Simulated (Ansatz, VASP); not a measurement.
This is a calculation of Li for VASP 6.6.1.

The input INCAR:

```
ALGO = Normal ; EDIFF = 1E-6
EDIFFG = -0.01 ; ENCUT = 600
GGA = PS ; IBRION = 2
ISIF = 3 ; ISMEAR = -1
LASPH = True ; LCHARG = False
LREAL = False ; LWAVE = False
NELM = 60 ; NSW = 60
PREC = Accurate ; SIGMA = 0.05
```

The input KPOINTS:

```
k-points
0
Gamma
  10 10 10
```

Contents of POSCAR:

```
Li
1.0
    0.0000000000      2.2020000000      2.2020000000
    2.2020000000      0.0000000000      2.2020000000
    2.2020000000      2.2020000000      0.0000000000
Li
1
Direct
    0.0000000000      0.0000000000      0.0000000000
```

Potentials or basis: VASP PAW PBE potentials, release 64 (Li_sv).

Run with:

```console
$ cat potpaw_PBE.64/Li_sv/POTCAR > POTCAR
$ mpirun -np 1 vasp_std > vasp.out
```

Q: Set up the same calculation for Ansatz 0.2.0. Potentials there: Ansatz PAW.

A: As run (the cutoff follows the program's own potentials):

File input.yaml:

```yaml
crystal:
  lattice:
    - [0.0, 2.202, 2.202]
    - [2.202, 0.0, 2.202]
    - [2.202, 2.202, 0.0]
  atoms:
    - { symbol: Li, position: [0.0, 0.0, 0.0] }
hamiltonian:
  xc: pbesol
  pseudopotentials: { kind: paw }
kpoints:
  mp_grid: { grid: [10, 10, 10] }
scf:
  occupations: { method: fermi_dirac, width: 0.05 }
output:
  forces: true
  stress: true
  eigenvalues: true
relax:
  f_tol: 0.01
  max_steps: 40
  cell: { stress_tol: 0.05 }
```

Potentials or basis: Ansatz PAW.

Launch:

```sh
$ ansatz run input.yaml --threads 2 --pin off --max-ram 5632MiB --backend cpu --events-out ev --progress --plain --runs-dir out
```

Both were run:

|  | VASP | Ansatz | Ansatz less VASP |
| --- | --- | --- | --- |
| gap on the k mesh at the Fermi level, each at its own relaxed structure (eV) | none | none | - |
| relaxed volume (Å³/atom) | 20.05 | 20.16 | +0.109 |
| relaxed cell length with the largest relative difference (Å) | 3.050 | 3.055 | +0.0055 |

VASP's potentials were made for PBE, not for PBEsol. A gap of «none» marks a metal or a gap that the smearing closes.

Noted on VASP's run: the cutoff is short for stress, so the pressure is rough. Noted on Ansatz's run: the plane-wave basis is chosen anew once the cell has moved, so the energies of steps on either side of that aren't comparable.
